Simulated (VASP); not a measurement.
**Lu2AlGe2: single point with PBE**

Crystal: Lu2AlGe2.

```
CELL_PARAMETERS angstrom
0.00000 0.00000 4.05177
4.22872 -2.96431 2.02589
4.22872 2.96431 -2.02589
ATOMIC_POSITIONS crystal
Lu 0.50000 0.71248 0.71248
Lu 0.50000 0.28752 0.28752
Ge 0.78397 0.71603 0.28397
Ge 0.21603 0.28397 0.71603
Al 0.00000 0.00000 0.00000
```

```json
{
  "Program": "VASP 6.6.1",
  "Task": "single point",
  "Functional": "PBE",
  "Potentials or basis": "VASP PAW PBE potentials, release 64 (Lu, Ge_d, Al)",
  "Cutoff": "520 eV",
  "k mesh": "6 × 6 × 6",
  "Occupations": "methfessel-paxton, width 0.0118 eV",
  "Spin": "no spin polarisation",
  "Dipole correction": "no",
  "Further INCAR settings": "ALGO = Normal; EDIFF = 1e-06; NBANDS = 48"
}
```

* Pressure: 0.2 GPa
* Largest force: 0.004 eV/Å
* Band gap on the k mesh: zero (an odd number of electrons rules out a gap without spin polarisation)

Forces in eV/Å, atoms in the order of the input:
```
Lu   0.002  0.000  0.000
Lu  -0.002  0.000  0.000
Ge   0.000 -0.004  0.000
Ge   0.000  0.004  0.000
Al   0.000  0.000  0.000
```

Stress tensor (GPa, compression positive):
```
0.27 0.00 0.00
0.00 0.17 0.00
0.00 0.00 0.17
```

Levels at points of the mesh, in eV from the Fermi level:
```
           k point  band 37  band 38  band 39  band 40  band 41  band 42  band 43  band 44  band 45  band 46
(0.00, 0.00, 0.00)    -2.28    -1.53    -1.27    -1.20    -0.65     1.47     2.60     3.10     3.35     3.97
(0.50, 0.00, 0.00)    -2.54    -2.15    -1.17    -0.84    -0.82     1.61     1.88     2.36     3.75     3.78
(0.00, 0.50, 0.00)    -2.16    -1.54    -1.30    -1.23     0.10     0.30     2.10     2.43     2.46     3.10
(0.50, 0.50, 0.00)    -3.13    -2.55    -1.73    -1.38    -1.10     1.72     3.17     3.23     3.94     3.97
(0.00, 0.50, 0.50)    -1.72    -1.26    -1.03     1.13     1.25     1.49     1.76     2.35     2.50     3.16
```

It took 3.6 min on 1 thread of AMD EPYC 7R13 Processor (Zen 3) (shared host), peak memory 0.33 GiB.

Caveat: spin-orbit coupling is left out, which moves the levels of the heavy elements.
